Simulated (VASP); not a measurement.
# Li4NO: single point with revPBE

Crystal: Li4NO.

```
CELL_PARAMETERS angstrom
3.31287 0.00000 0.00000
0.00000 3.31287 0.00000
0.00000 0.00000 4.93652
ATOMIC_POSITIONS crystal
Li 0.00000 0.50000 0.26385
Li 0.00000 0.50000 0.73615
Li 0.50000 0.00000 0.26385
Li 0.50000 0.00000 0.73615
N 0.00000 0.00000 0.00000
O 0.50000 0.50000 0.50000
```

- Program: VASP 6.6.1
- Task: single point
- Functional: revPBE
- Potentials or basis: VASP PAW PBE potentials, release 64 (Li_sv, N, O)
- Cutoff: 750 eV
- k mesh: 6 × 6 × 4
- Occupations: fermi-dirac, width 0.1 eV
- Spin: no spin polarisation

```
Pressure               : 0.7 GPa
Largest force          : 0.070 eV/Å
Band gap on the k mesh : zero (an odd number of electrons rules out a gap without spin polarisation)
```

Forces on the atoms (eV/Å):
```
Li   0.000  0.000 -0.070
Li   0.000  0.000  0.070
Li   0.000  0.000 -0.070
Li   0.000  0.000  0.070
N    0.000  0.000  0.000
O    0.000  0.000  0.000
```

Stress tensor (GPa, compression positive):
```
0.59 0.00 0.00
0.00 0.59 0.00
0.00 0.00 1.00
```

Levels at points of the mesh, in eV from the Fermi level:
| k point | band 8 | band 9 | band 10 | band 11 | band 12 | band 13 | band 14 | band 15 | band 16 | band 17 |
| --- | --- | --- | --- | --- | --- | --- | --- | --- | --- | --- |
| (0.00, 0.00, 0.00) | -1.68 | -1.68 | 0.05 | 0.36 | 0.36 | 4.14 | 5.27 | 10.69 | 10.69 | 11.01 |
| (0.50, 0.00, 0.00) | -2.02 | -1.86 | -1.25 | -0.71 | 0.42 | 6.80 | 7.90 | 9.55 | 10.07 | 11.11 |
| (0.50, 0.50, 0.00) | -2.23 | -2.08 | -1.16 | -1.16 | -0.92 | 4.17 | 4.50 | 11.82 | 12.57 | 12.92 |
| (0.00, 0.00, 0.50) | -1.50 | -1.50 | -0.78 | 0.08 | 0.08 | 5.17 | 6.03 | 11.26 | 11.26 | 12.07 |
| (0.50, 0.00, 0.50) | -2.89 | -1.23 | -0.80 | -0.32 | 0.45 | 8.20 | 8.42 | 9.19 | 9.44 | 10.52 |
| (0.50, 0.50, 0.50) | -2.22 | -2.22 | -1.46 | -1.17 | -1.17 | 6.33 | 6.50 | 8.94 | 9.43 | 12.95 |

It took 44 s on 1 thread of Intel(R) Xeon(R) Platinum 8259CL CPU @ 2.50GHz (Skylake/Cascade Lake) (shared host), peak memory 0.21 GiB.

Caveat: the PAW data sets were made with another functional, which shifts forces and pressure a little; an odd number of electrons without spin polarisation forces a metal; a magnetic or distorted state may lie lower.
